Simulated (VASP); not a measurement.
# GaP (F-43m) in VASP: relaxation of cell and atoms with PBE

Aim: the relaxation of cell and atoms of GaP with PBE.

Everything below comes from runs of VASP 6.6.1. Logs are shortened: lines on timing, memory, paths and dates and some standing lists are left out, and cuts for length are marked.

## 1. The cell of the first run

It takes space group F-43m (No. 216, cubic). Conventional cell: a = 5.451 Å, b = 5.451 Å, c = 5.451 Å, α = 90.00°, β = 90.00°, γ = 90.00°. Ga (site symmetry -43m) has 4 P at 2.36 Å within 3.1 Å. Within 3.1 Å of P (site symmetry -43m) lie 4 Ga at 2.36 Å.

## 2. Relaxation of cell and atoms, PBE

Contents of INCAR:

```
SYSTEM = GaP
PREC = Accurate
ENCUT = 500
EDIFF = 1E-7
ISMEAR = 0
SIGMA = 0.02
LREAL = .FALSE.
LASPH = .TRUE.
NELM = 120
ALGO = Normal
ISIF = 3
LWAVE = .FALSE.
LCHARG = .FALSE.
GGA = PE
IBRION = 2
NSW = 100
EDIFFG = -0.002
GGA_COMPAT = .FALSE.
NELMIN = 4
```

Contents of KPOINTS:

```
Automatic mesh
0
G
  8 8 8
  0 0 0
```

Contents of POSCAR:

```
GaP
1.0
    0.0000000000      2.7252500000      2.7252500000
    2.7252500000      0.0000000000      2.7252500000
    2.7252500000      2.7252500000      0.0000000000
Ga P
1 1
Direct
    0.0000000000      0.0000000000      0.0000000000
    0.2500000000      0.2500000000      0.2500000000
```

Potentials or basis: VASP PAW PBE potentials, release 64 (Ga_d, P).

On the command line:

```bash
$ cat potpaw_PBE.64/Ga_d/POTCAR potpaw_PBE.64/P/POTCAR > POTCAR
$ mpirun -np 1 vasp_std > vasp.out
```

OUTCAR:

```text
SYSTEM = GaP
   PREC = Accurate
   ENCUT = 500
   EDIFF = 1E-7
   ISMEAR = 0
   LREAL = .FALSE.
   LASPH = .TRUE.
   NELM = 120
   ISIF = 3
   GGA = PE
   IBRION = 2
   NSW = 100
   EDIFFG = -0.002
   NELMIN = 4

 ion  position               nearest neighbor table
   1  0.000  0.000  0.000-   2 2.36   2 2.36   2 2.36   2 2.36
   2  0.250  0.250  0.250-   1 2.36   1 2.36   1 2.36   1 2.36

  LATTYP: Found a face centered cubic cell.
 ALAT       =     5.4505000000

  Lattice vectors:

 A1 = (   0.0000000000,   2.7252500000,   2.7252500000)
 A2 = (   2.7252500000,   0.0000000000,   2.7252500000)
 A3 = (   2.7252500000,   2.7252500000,   0.0000000000)

Analysis of symmetry for initial positions (statically):
=====================================================================
 Subroutine PRICEL returns:
 Original cell was already a primitive cell.

 Routine SETGRP: Setting up the symmetry group for a
 face centered cubic supercell.

 Subroutine GETGRP returns: Found 24 space group operations
 (whereof 24 operations were pure point group operations)
 out of a pool of 48 trial point group operations.

The static configuration has the point symmetry T_d .

Analysis of symmetry for dynamics (positions and initial velocities):
=====================================================================
 Subroutine PRICEL returns:
 Original cell was already a primitive cell.

 Routine SETGRP: Setting up the symmetry group for a
 face centered cubic supercell.

 Subroutine GETGRP returns: Found 24 space group operations
 (whereof 24 operations were pure point group operations)
 out of a pool of 48 trial point group operations.

The dynamic configuration has the point symmetry T_d .

 Subroutine INISYM returns: Found 24 space group operations
 (whereof 24 operations are pure point group operations),
 and found     1 'primitive' translations

----------------------------------------------------------------------------------------

                                     Primitive cell

  volume of cell :      40.4808

  direct lattice vectors                    reciprocal lattice vectors
     0.000000000  2.725250000  2.725250000    -0.183469406  0.183469406  0.183469406
     2.725250000  0.000000000  2.725250000     0.183469406 -0.183469406  0.183469406
     2.725250000  2.725250000  0.000000000     0.183469406  0.183469406 -0.183469406
[... 97 lines left out ...]
   EMIN   =  10.00;   EMAX   =-10.00  energy-range for DOS
   EFERMI =   0.00;   METHOD = LEGACY
   ISMEAR =     0;   SIGMA  =   0.02  broadening in eV -4-tet -1-fermi 0-gaus
   EFERMI_NEDOS =   21; number of points for ismear=-14 and -15
   IALGO  =     38    algorithm
   IMIX   =      4    mixing-type and parameters
     AMIX     =   0.40;   BMIX     =  1.00
     AMIX_MAG =   1.60;   BMIX_MAG =  1.00
  volume/ion in A,a.u.               =      20.24       136.59
  Fermi-wavevector in a.u.,A,eV,Ry     =   1.249538  2.361284 21.243377  1.561344
  Thomas-Fermi vector in A             =   2.383574
   LORBIT       =      0    0 simple, 1 ext, 2 COOP (PROOUT), +10 PAW based schemes
   GGA     = PE    functional components
   LHFCALC =     F    Hartree Fock is set to
   AEXX    =    0.0000 exact exchange contribution
   IVDW    =     0    specifies the selected vdW correction
   LEPSILON=     F    determine dielectric tensor
   LRPA    =     F    only Hartree local field effects (RPA)
 conjugate gradient relaxation of ions
 non-spin polarized calculation
 Gauss-broadening in eV      SIGMA  =   0.02
  energy-cutoff  :      500.00
  volume of cell :       40.48
 maximum number of plane-waves:      1056
   NGX = 13   NGY = 13   NGZ = 13

--------------------------------------- Ionic step        1  -------------------------------------------

 number of electron      18.0000016 magnetization

 Free energy of the ion-electron system (eV)
  ---------------------------------------------------
  ext. energy  EPLUGINS =         0.00000000
  ---------------------------------------------------
  free energy    TOTEN  =        -9.11601238 eV

  energy without entropy =       -9.11601238  energy(sigma->0) =       -9.11601238

------------------------ aborting loop because EDIFF is reached ----------------------------------------

  FORCE on cell =-STRESS in cart. coord.  units (eV):
  Direction    XX          YY          ZZ          XY          YZ          ZX
  --------------------------------------------------------------------------------------
  -------------------------------------------------------------------------------------
  Total        0.6243498      0.6243498      0.6243498     -0.0000000      0.0000000      0.0000000
  in kB       24.7109560     24.7109560     24.7109560     -0.0000000      0.0000000      0.0000000
  external PRESSURE =      24.7109560 kB  Pullay stress =       0.0000000 kB
[... 59 lines left out ...]
--------------------------------------- Ionic step        3  -------------------------------------------

 number of electron      18.0000010 magnetization

 Free energy of the ion-electron system (eV)
  ---------------------------------------------------
  ext. energy  EPLUGINS =         0.00000000
  ---------------------------------------------------
  free energy    TOTEN  =        -9.12523064 eV

  energy without entropy =       -9.12523064  energy(sigma->0) =       -9.12523064

 E-fermi :   4.4423     XC(G=0):  -9.6969

 val. band max:        4.3517659871   @ k =   0.0000   0.0000   0.0000
 cond. band min:       5.9312381172   @ k =   0.0000   0.0000   0.0000
 fundamental gap:      1.5794721301
 Fermi energy:         4.4423179517

 k-point     1 :       0.0000    0.0000    0.0000
  band No.  band energies     occupation
      1     -10.1525      2.00000
      2     -10.1525      2.00000
      3     -10.1525      2.00000
      4     -10.0617      2.00000
      5     -10.0617      2.00000
      6      -7.9189      2.00000
      7       4.3518      2.00000
      8       4.3518      2.00000
      9       4.3518      2.00000
     10       5.9312      0.00000
     11       8.2472      0.00000
     12       8.2472      0.00000
     13       8.2472      0.00000
[... 354 lines left out ...]
  band No.  band energies     occupation
      1     -10.2311      2.00000
      2     -10.1244      2.00000
      3     -10.1136      2.00000
      4     -10.0661      2.00000
      5     -10.0550      2.00000
      6      -5.5609      2.00000
      7      -1.9222      2.00000
      8       1.2672      2.00000
      9       2.4979      2.00000
     10       7.7194      0.00000
     11       8.6704      0.00000
     12      10.7244      0.00000
     13      12.1873      0.00000

 [... further k-points ...]
[... 5 lines left out ...]
  --------------------------------------------------------------------------------------
  -------------------------------------------------------------------------------------
  Total       -0.0002053     -0.0002053     -0.0002053      0.0000000      0.0000000      0.0000000
  in kB       -0.0078841     -0.0078841     -0.0078841      0.0000000      0.0000000      0.0000000
  external PRESSURE =      -0.0078841 kB  Pullay stress =       0.0000000 kB
[... 17 lines left out ...]
  FREE ENERGIE OF THE ION-ELECTRON SYSTEM (eV)
  ---------------------------------------------------
  free  energy   TOTEN  =        -9.1252306366 eV

  energy  without entropy=       -9.1252306366  energy(sigma->0) =       -9.12523064

 reached required accuracy - stopping structural energy minimisation
```

OSZICAR:

```text
N       E                     dE             d eps       ncg     rms          rms(c)
DAV:   1     0.790381229345E+02    0.79038E+02   -0.92814E+03   754   0.193E+03
DAV:   2    -0.358372473689E+01   -0.82622E+02   -0.80340E+02   834   0.325E+02
DAV:   3    -0.928287672907E+01   -0.56992E+01   -0.56750E+01   929   0.730E+01
[... 28 lines left out ...]
DAV:   5    -0.912523103390E+01    0.10251E-03   -0.66232E-05  1024   0.123E-01    0.131E-02
DAV:   6    -0.912523024043E+01    0.79347E-06   -0.36750E-06  1081   0.256E-02    0.603E-03
DAV:   7    -0.912523045901E+01   -0.21858E-06   -0.29992E-07   901   0.752E-03    0.307E-03
DAV:   8    -0.912523063820E+01   -0.17919E-06   -0.13736E-07   689   0.409E-03    0.436E-04
DAV:   9    -0.912523063662E+01    0.15834E-08   -0.66111E-09   397   0.900E-04
   3 F= -.91252306E+01 E0= -.91252306E+01  d E =-.921826E-02
```

CONTCAR:

```text
GaP
   1.00000000000000
     0.0000000000000000    2.7525925131191031    2.7525925131191031
     2.7525925131191031   -0.0000000000000000    2.7525925131191031
     2.7525925131191031    2.7525925131191031    0.0000000000000000
  Ga              P
     1     1
Direct
     0.0000000000000000    0.0000000000000000    0.0000000000000000
     0.2500000000000000    0.2500000000000000    0.2500000000000000

  0.00000000E+00  0.00000000E+00  0.00000000E+00
  0.00000000E+00  0.00000000E+00  0.00000000E+00
```

Wall time 16 s (1 thread of Intel Xeon 6975P-C (Granite Rapids), shared host); peak memory 0.16 GiB.

What came out:

| Property | Result |
| --- | --- |
| Free energy | -9.1252 eV |
| Relaxed volume | 20.86 Å³/atom |
| Relaxed cell | a = 3.893 Å, b = 3.893 Å, c = 3.893 Å, α = 60.00°, β = 60.00°, γ = 60.00° |
| Space group after relaxing (to 0.1 Å) | F-43m (No. 216) |
| Energy gained by relaxing | 4.6 meV/atom |
| Ionic steps | 3 |
| Pressure after relaxing | 0.0 GPa |
| Band gap on the k mesh | 1.58 eV |

The path:
```csv
step,energy change (eV),largest force (eV/Å),pressure (GPa),volume (Å³)
1,0.0000,0.0000,2.47,40.48
2,-0.0070,0.0000,-1.09,42.34
3,-0.0092,0.0000,0.00,41.71
```

Final structure:
```
Ga P
1.0
     0.00000    2.75259    2.75259
     2.75259    0.00000    2.75259
     2.75259    2.75259    0.00000
Ga P
1 1
Direct
  0.00000 0.00000 0.00000
  0.25000 0.25000 0.25000
```

A k mesh can miss the band edges. PBE usually gives volumes a little too large and moduli too small.
